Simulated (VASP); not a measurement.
Set up this calculation in VASP 6.6.1, as the native input.

```yaml
Task: single point
Functional: PBE
Potentials_or_basis: VASP PAW PBE potentials, release 64 (Re, Bi_d)
Cutoff: 520 eV
k_mesh: 10 × 10 × 10
Occupations: gaussian, width 0.05 eV
Spin: no spin polarisation
Dipole_correction: no
Further_INCAR_settings: ALGO = Normal; EDIFF = 1e-06; NBANDS = 18
```

The structure of ReBi lies in POSCAR:

```
ReBi
1.0
    0.0000000000      3.0174949330      3.0174949330
    3.0174949330      0.0000000000      3.0174949330
    3.0174949330      3.0174949330      0.0000000000
Re Bi
1 1
Direct
    0.0000000000      0.0000000000      0.0000000000
    0.2500000000      0.2500000000      0.2500000000
```

These files were run (other wordings do the same):

INCAR

```
SYSTEM = ReBi
PREC = Accurate
ENCUT = 520
EDIFF = 1E-6
ISMEAR = 0
SIGMA = 0.05
LREAL = .False.
LASPH = .True.
NELM = 100
ALGO = Normal
ISIF = 2
LWAVE = .False.
LCHARG = .True.
GGA = PE
LELF = .True.
LVHAR = .True.
NBANDS = 18
```

KPOINTS

```
Automatic mesh
0
Gamma
  10 10 10
  0 0 0
```

Potentials or basis: VASP PAW PBE potentials, release 64 (Re, Bi_d).

Run with:

```sh
$ cat potpaw_PBE.64/Re/POTCAR potpaw_PBE.64/Bi_d/POTCAR > POTCAR
$ mpirun -np 1 vasp_std > vasp.out
```

Results of the run:

* Pressure: 9.0 GPa

Wall time 61 s on 1 thread of Intel(R) Xeon(R) Platinum 8259CL CPU @ 2.50GHz (Skylake/Cascade Lake), on a shared host, peak memory 0.2 GiB.
